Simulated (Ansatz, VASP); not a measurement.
**One calculation of TaN, two programs**

```
Ta N
1.0
     3.07815    0.00000    0.00000
    -1.53908    2.66576    0.00000
     0.00000    0.00000    4.54100
Ta N
2 2
Direct
  0.33333 0.66667 0.99393
  0.66667 0.33333 0.49393
  0.33333 0.66667 0.39107
  0.66667 0.33333 0.89107
```

Alike in both runs: task single point; functional PBEsol; k mesh 15 × 15 × 8; occupations gaussian, width 0.1 eV; no spin polarisation.

```csv
,VASP,Ansatz
version,VASP 6.6.1,Ansatz 0.2.0
potentials or method,"VASP PAW PBE potentials, release 64 (Ta_pv, N), cutoff 520 eV","scalar-relativistic, plane waves, PAW"
valence electrons in the cell,32,36
```

Ansatz gave:

| Quantity | Value |
| --- | --- |
| gap on the k mesh at the Fermi level (eV) | none |
| pressure (GPa) | 171.5 |
| traceless stress, the component that is largest in VASP (GPa) | -9.29 |
| rms of the force components (eV/Å) | 1.353 |

Task: Estimate VASP's values.

Result: gap on the k mesh at the Fermi level (eV): none; pressure (GPa): 176.0; traceless stress, the component that is largest in VASP (GPa): -9.07; rms of the force components (eV/Å): 1.383.

VASP's potentials were made for PBE, not for PBEsol. Atom by atom the forces differ by 0.030 eV/Å (rms over components). A gap of «none» marks a metal or a gap that the smearing closes. Both programs put the cell under a high pressure, so it lies far from rest at this level. The functional is the same, so the differences come from potentials, cutoffs and numerics. VASP's potentials hold 32 valence electrons a cell and Ansatz's 36, so a difference there can come from the potentials and not from the codes.

Neither program's run includes spin-orbit coupling. Noted on VASP's run: the cell as given lies far from equilibrium.
